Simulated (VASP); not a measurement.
# Al2Cu (P4/mmm) in VASP: further runs, part 3 of 3

VASP 6.6.1. The steps go on from the part before.

### Step 5. Single point, r2SCAN

File POSCAR:

```
Al2Cu
1.0
    4.1051820000      0.0000000000      0.0000000000
    0.0000000000      4.1051820000      0.0000000000
    0.0000000000      0.0000000000      2.8913130000
Al Cu
2 1
Direct
    0.5000000000      0.0000000000      0.5000000000
    0.0000000000      0.5000000000      0.5000000000
    0.0000000000      0.0000000000      0.0000000000
```

File INCAR.step1:

```
  PREC = Accurate
  ENCUT = 520
  ISMEAR = 0
  SIGMA = 0.1
  LREAL = F
  LASPH = T
  NELM = 100
  NBANDS = 16
  GGA = PE
  ALGO = Normal
  EDIFF = 1E-4
  LWAVE = T
  LCHARG = F
```

File INCAR.step2:

```
  PREC = Accurate
  ENCUT = 520
  EDIFF = 1E-7
  ISMEAR = 0
  SIGMA = 0.1
  LREAL = F
  LASPH = T
  NELM = 100
  ALGO = Normal
  ISIF = 2
  LWAVE = F
  LCHARG = F
  METAGGA = R2SCAN
  LMIXTAU = T
  NBANDS = 16
  ISTART = 1
```

File KPOINTS:

```
Automatic mesh
0
Gamma
  10 10 14
```

Potentials or basis: VASP PAW PBE potentials, release 64 (Al, Cu).

Started as:

```sh
cat potpaw_PBE.64/Al/POTCAR potpaw_PBE.64/Cu/POTCAR > POTCAR
cp INCAR.step1 INCAR
mpirun -np 1 vasp_std > vasp.out
cp INCAR.step2 INCAR
mpirun -np 1 vasp_std > vasp.out
```

OUTCAR:

```text
PREC = Accurate
   ENCUT = 520
   EDIFF = 1E-7
   ISMEAR = 0
   LREAL = F
   LASPH = T
   NELM = 100
   ISIF = 2
   METAGGA = R2SCAN
   ISTART = 1

 ion  position               nearest neighbor table
   1  0.500  0.000  0.500-   3 2.51   3 2.51   3 2.51   3 2.51   2 2.90   2 2.90   2 2.90   2 2.90

   2  0.000  0.500  0.500-   3 2.51   3 2.51   3 2.51   3 2.51   1 2.90   1 2.90   1 2.90   1 2.90

   3  0.000  0.000  0.000-   1 2.51   2 2.51   1 2.51   2 2.51   2 2.51   2 2.51   1 2.51   1 2.51

  LATTYP: Found a simple tetragonal cell.
 ALAT       =     4.1051820000
 C/A-ratio  =     0.7043081159

  Lattice vectors:

 A1 = (   4.1051820000,   0.0000000000,   0.0000000000)
 A2 = (   0.0000000000,   4.1051820000,   0.0000000000)
 A3 = (   0.0000000000,   0.0000000000,   2.8913130000)

Analysis of symmetry for initial positions (statically):
=====================================================================
 Subroutine PRICEL returns:
 Original cell was already a primitive cell.

 Routine SETGRP: Setting up the symmetry group for a
 simple tetragonal supercell.

 Subroutine GETGRP returns: Found 16 space group operations
 (whereof 16 operations were pure point group operations)
 out of a pool of 16 trial point group operations.

The static configuration has the point symmetry D_4h.

Analysis of symmetry for dynamics (positions and initial velocities):
=====================================================================
 Subroutine PRICEL returns:
 Original cell was already a primitive cell.

 Routine SETGRP: Setting up the symmetry group for a
 simple tetragonal supercell.

 Subroutine GETGRP returns: Found 16 space group operations
 (whereof 16 operations were pure point group operations)
 out of a pool of 16 trial point group operations.

The dynamic configuration has the point symmetry D_4h.

 Subroutine INISYM returns: Found 16 space group operations
 (whereof 16 operations are pure point group operations),
 and found     1 'primitive' translations

----------------------------------------------------------------------------------------

                                     Primitive cell

  volume of cell :      48.7259

  direct lattice vectors                    reciprocal lattice vectors
     4.105182000  0.000000000  0.000000000     0.243594559  0.000000000  0.000000000
     0.000000000  4.105182000  0.000000000     0.000000000  0.243594559  0.000000000
     0.000000000  0.000000000  2.891313000     0.000000000  0.000000000  0.345863627

  length of vectors
     4.105182000  4.105182000  2.891313000     0.243594559  0.243594559  0.345863627

  position of ions in fractional coordinates (direct lattice)
     0.500000000  0.000000000  0.500000000
     0.000000000  0.500000000  0.500000000
     0.000000000  0.000000000  0.000000000

  ion indices of the primitive-cell ions
   primitive index   ion index
                 1           1
                 2           2
                 3           3

----------------------------------------------------------------------------------------

 KPOINTS: Automatic mesh

Automatic generation of k-mesh.
 Grid dimensions read from file:
 generate k-points for:   10   10   14

 Generating k-lattice:

  Cartesian coordinates                     Fractional coordinates (reciprocal lattice)
     0.024359456  0.000000000  0.000000000     0.100000000  0.000000000  0.000000000
     0.000000000  0.024359456  0.000000000     0.000000000  0.100000000  0.000000000
     0.000000000  0.000000000  0.024704545     0.000000000  0.000000000  0.071428571

  Length of vectors
     0.024359456  0.024359456  0.024704545

  Shift w.r.t. Gamma in fractional coordinates (k-lattice)
     0.000000000  0.000000000  0.000000000

 Subroutine IBZKPT returns following result:
 ===========================================

 Found    168 irreducible k-points:

 Following reciprocal coordinates:
            Coordinates               Weight
  0.000000  0.000000  0.000000      1.000000
  0.100000  0.000000  0.000000      4.000000
  0.200000  0.000000  0.000000      4.000000
  0.300000  0.000000  0.000000      4.000000
  0.400000  0.000000  0.000000      4.000000
  0.500000  0.000000  0.000000      2.000000
[... 16 lines left out ...]
  0.100000  0.000000  0.071429      8.000000
  0.200000  0.000000  0.071429      8.000000
 [... further k-points ...]
   k-points           NKPTS =    168   k-points in BZ     NKDIM =    168   number of bands    NBANDS=     16
   number of dos      NEDOS =    301   number of ions     NIONS =      3
   total plane-waves  NPLWV =  24576
   dimension x,y,z NGX =    32 NGY =   32 NGZ =   24
   dimension x,y,z NGXF=    64 NGYF=   64 NGZF=   48
   ions per type =               2   1
   NGX,Y,Z   is equivalent  to a cutoff of  12.96, 12.96, 13.80 a.u.
   NGXF,Y,Z  is equivalent  to a cutoff of  25.92, 25.92, 27.60 a.u.
 SYSTEM =  unknown system
   PREC   = accura    normal or accurate (medium, high low for compatibility)
   ISTART =      1    job   : 0-new  1-cont  2-samecut
   ICHARG =      0    charge: 1-file 2-atom 10-const
   ISPIN  =      1    spin polarized calculation?
   LNONCOLLINEAR =      F non collinear calculations
   LSORBIT =      F    spin-orbit coupling
   LASPH  =      T    aspherical Exc in radial PAW
   ENCUT  =  520.0 eV  38.22 Ry    6.18 a.u.   7.63  7.63  5.38*2*pi/ulx,y,z
   NELM   =    100;   NELMIN=  2; NELMDL=  0     # of ELM steps
   EDIFF  = 0.1E-06   stopping-criterion for ELM
   LREAL  =      F    real-space projection
   EDIFFG = 0.1E-05   stopping-criterion for IOM
   NSW    =      0    number of steps for IOM
   IBRION =     -1    ionic relax: 0-MD 1-quasi-New 2-CG
   NFREE  =      0    steps in history (QN), initial steepest desc. (CG)
   ISIF   =      2    stress and relaxation
   ISYM   =      2    0-nonsym 1-usesym 2-fastsym
   POTIM  = 0.5000    time-step for ionic-motion
   TEBEG  =    0.0;   TEEND  =   0.0 temperature during run
   PSTRESS=    0.0 pullay stress
   NELECT =      17.0000    total number of electrons
   NUPDOWN=      -1.0000    fix difference up-down
   EMIN   =  10.00;   EMAX   =-10.00  energy-range for DOS
   EFERMI =   0.00;   METHOD = LEGACY
   ISMEAR =     0;   SIGMA  =   0.10  broadening in eV -4-tet -1-fermi 0-gaus
   EFERMI_NEDOS =   21; number of points for ismear=-14 and -15
   IALGO  =     38    algorithm
   IMIX   =      4    mixing-type and parameters
     AMIX     =   0.40;   BMIX     =  1.00
     AMIX_MAG =   1.60;   BMIX_MAG =  1.00
  volume/ion in A,a.u.               =      16.24       109.61
  Fermi-wavevector in a.u.,A,eV,Ry     =   1.152492  2.177894 18.071765  1.328237
  Thomas-Fermi vector in A             =   2.289142
   LORBIT       =      0    0 simple, 1 ext, 2 COOP (PROOUT), +10 PAW based schemes
   METAGGA = R2SCAN    functional components
   LHFCALC =     F    Hartree Fock is set to
   AEXX    =    0.0000 exact exchange contribution
   IVDW    =     0    specifies the selected vdW correction
   LEPSILON=     F    determine dielectric tensor
   LRPA    =     F    only Hartree local field effects (RPA)
 non-spin polarized calculation
 Gauss-broadening in eV      SIGMA  =   0.10
  energy-cutoff  :      520.00
  volume of cell :       48.73
 maximum number of plane-waves:      1339
 NGX is ok and might be reduce to    32
   NGX = 15   NGY = 15   NGZ = 11

 number of electron      16.9999979 magnetization

 Free energy of the ion-electron system (eV)
  ---------------------------------------------------
  ext. energy  EPLUGINS =         0.00000000
  ---------------------------------------------------
  free energy    TOTEN  =       -24.40841552 eV

  energy without entropy =      -24.40396738  energy(sigma->0) =      -24.40619145

 E-fermi :   7.0496     XC(G=0): -11.1166

 val. band max:        7.0463432493   @ k =   0.5000   0.1000   0.3571
 cond. band min:       7.0525217838   @ k =   0.4000   0.2000   0.2143
 fundamental gap:      0.0061785345
 Fermi energy:         7.0495658569

 k-point     1 :       0.0000    0.0000    0.0000
  band No.  band energies     occupation
      1      -4.0043      2.00000
      2       1.5084      2.00000
      3       2.0184      2.00000
      4       2.6728      2.00000
      5       2.9080      2.00000
      6       2.9080      2.00000
[... 8 lines left out ...]
     15      14.4922      0.00000
     16      20.4636      0.00000
[... 419 lines left out ...]
 k-point    24 :       0.2000    0.0000    0.0714
  band No.  band energies     occupation
      1      -3.5533      2.00000
      2       1.1838      2.00000
      3       1.9859      2.00000
      4       2.5893      2.00000
      5       2.7495      2.00000
      6       2.8250      2.00000
[... 8 lines left out ...]
     15      17.7879      0.00000
     16      17.8969      0.00000

 [... further k-points ...]
[... 5 lines left out ...]
  --------------------------------------------------------------------------------------
  -------------------------------------------------------------------------------------
  Total       -0.5827322     -0.5827322     -0.8766215      0.0000000      0.0000000      0.0000000
  in kB      -19.1610659    -19.1610659    -28.8245657      0.0000000      0.0000000      0.0000000
  external PRESSURE =     -22.3822325 kB  Pullay stress =       0.0000000 kB

 VOLUME and BASIS-vectors are now :
 -----------------------------------------------------------------------------
  energy-cutoff  :      520.00
  volume of cell :       48.73
      direct lattice vectors                 reciprocal lattice vectors
     4.105182000  0.000000000  0.000000000     0.243594559  0.000000000  0.000000000
     0.000000000  4.105182000  0.000000000     0.000000000  0.243594559  0.000000000
     0.000000000  0.000000000  2.891313000     0.000000000  0.000000000  0.345863627

 POSITION                                       TOTAL-FORCE (eV/Angst)
 -----------------------------------------------------------------------------------
      2.05259      0.00000      1.44566         0.000000      0.000000      0.000000
      0.00000      2.05259      1.44566         0.000000      0.000000      0.000000
      0.00000      0.00000      0.00000         0.000000      0.000000      0.000000
 -----------------------------------------------------------------------------------
    total drift:                                0.000000     -0.000000      0.000000

  FREE ENERGIE OF THE ION-ELECTRON SYSTEM (eV)
  ---------------------------------------------------
  free  energy   TOTEN  =       -24.4084155249 eV

  energy  without entropy=      -24.4039673819  energy(sigma->0) =      -24.40619145
```

Wall time 3.5 min (1 thread of Intel Xeon 6975P-C (Granite Rapids), shared host); peak memory 0.26 GiB.

Results:

- Free energy: -24.4084 eV
- Pressure: -2.2 GPa

Caveat: the PAW data sets were made with another functional, which shifts forces and pressure a little.

### Step 6. Single point, r2SCAN

This run uses another cell than the first one, of 109.61 Å³/atom, 6.748 times its volume.

File POSCAR:

```
Al2Cu
1.0
    7.7576727636      0.0000000000      0.0000000000
    0.0000000000      7.7576727636      0.0000000000
    0.0000000000      0.0000000000      5.4637918882
Al Cu
2 1
Direct
    0.5000000000      0.0000000000      0.5000000000
    0.0000000000      0.5000000000      0.5000000000
    0.0000000000      0.0000000000      0.0000000000
```

File INCAR.step1:

```
ALGO     = Normal         # electronic algorithm
EDIFF    = 1E-4           # SCF threshold, eV
ENCUT    = 520            # plane-wave cutoff, eV
GGA      = PE             # functional
ISMEAR   = 0              # smearing method
LASPH    = True           # aspherical terms in the spheres
LCHARG   = False          # write CHGCAR
LREAL    = False          # projectors in reciprocal space
LWAVE    = True           # write WAVECAR
NBANDS   = 16             # bands
NELM     = 60             # most SCF steps
PREC     = Accurate       # precision mode
SIGMA    = 0.1            # smearing width, eV
```

File INCAR.step2:

```
ALGO     = Normal         # electronic algorithm
EDIFF    = 1E-7           # SCF threshold, eV
ENCUT    = 520            # plane-wave cutoff, eV
ISIF     = 2              # what is computed and relaxed
ISMEAR   = 0              # smearing method
ISTART   = 1            
LASPH    = True           # aspherical terms in the spheres
LCHARG   = True           # write CHGCAR
LELF     = True           # ELF
LMIXTAU  = True         
LREAL    = False          # projectors in reciprocal space
LVHAR    = True         
LWAVE    = False          # write WAVECAR
METAGGA  = R2SCAN         # meta-GGA
NBANDS   = 16             # bands
NELM     = 60             # most SCF steps
PREC     = Accurate       # precision mode
SIGMA    = 0.1            # smearing width, eV
```

File KPOINTS:

```
k-points
0
Gamma
  4 4 4
```

Potentials or basis: VASP PAW PBE potentials, release 64 (Al, Cu).

Started as:

```sh
cat potpaw_PBE.64/Al/POTCAR potpaw_PBE.64/Cu/POTCAR > POTCAR
cp INCAR.step1 INCAR
mpirun -np 1 vasp_std > vasp.out
cp INCAR.step2 INCAR
mpirun -np 1 vasp_std > vasp.out
```

Run time: 15 min. Hardware: 1 thread of Intel Xeon 8259CL, shared host; peak memory 0.47 GiB.

The run converged. Its results:

```
Free energy : -14.6130 eV
Pressure    : -1.5 GPa
```

Levels at points of the mesh, in eV from the Fermi level:
```csv
k point,band 4,band 5,band 6,band 7,band 8,band 9,band 10,band 11,band 12,band 13
"(0.00, 0.00, 0.00)",-0.94,-0.93,-0.92,-0.92,-0.57,-0.08,-0.08,0.91,0.91,0.94
"(0.50, 0.00, 0.00)",-0.94,-0.94,-0.93,-0.92,-0.89,0.22,0.30,0.38,1.09,1.13
"(0.50, 0.50, 0.00)",-0.96,-0.94,-0.94,-0.93,-0.93,-0.30,1.06,1.14,1.14,1.19
"(0.00, 0.00, 0.50)",-0.96,-0.96,-0.96,-0.93,-0.87,0.30,0.30,0.30,0.89,1.13
"(0.50, 0.00, 0.50)",-0.96,-0.94,-0.93,-0.93,-0.77,-0.12,0.44,0.49,0.58,0.67
"(0.50, 0.50, 0.50)",-0.93,-0.93,-0.93,-0.92,-0.46,-0.11,-0.08,-0.08,-0.02,1.19
```

Caveat: the PAW data sets were made with another functional, which shifts forces and pressure a little.

### Step 7. The runs side by side

```csv
level,potentials or basis,cell,k mesh,gap on the mesh (eV),pressure (GPa)
r2SCAN,"VASP PAW PBE potentials, release 64 (Al, Cu)","a = 4.105, b = 4.105, c = 2.891 Å, 3 atoms",10 × 10 × 14,none,-2.2
LDA,"VASP PAW LDA potentials, release 64 (Al, Cu)","a = 4.105, b = 4.105, c = 2.891 Å, 3 atoms",10 × 10 × 14,none,-4.9
PBEsol,"VASP PAW PBE potentials, release 64 (Al, Cu)","a = 4.105, b = 4.105, c = 2.891 Å, 3 atoms",10 × 10 × 14,none,-2.3
r2SCAN,"VASP PAW PBE potentials, release 64 (Al, Cu)","a = 7.758, b = 7.758, c = 5.464 Å, 3 atoms",4 × 4 × 4,none,-1.5
```

Alike in all rows: task single point; no spin polarisation; cutoff (eV) 520; smearing gaussian 0.1 eV.

Caveats: the PAW data sets were made with another functional, which shifts forces and pressure a little (some runs).

Total energies depend on the potentials used, so only differences within one code and one set of settings carry meaning.
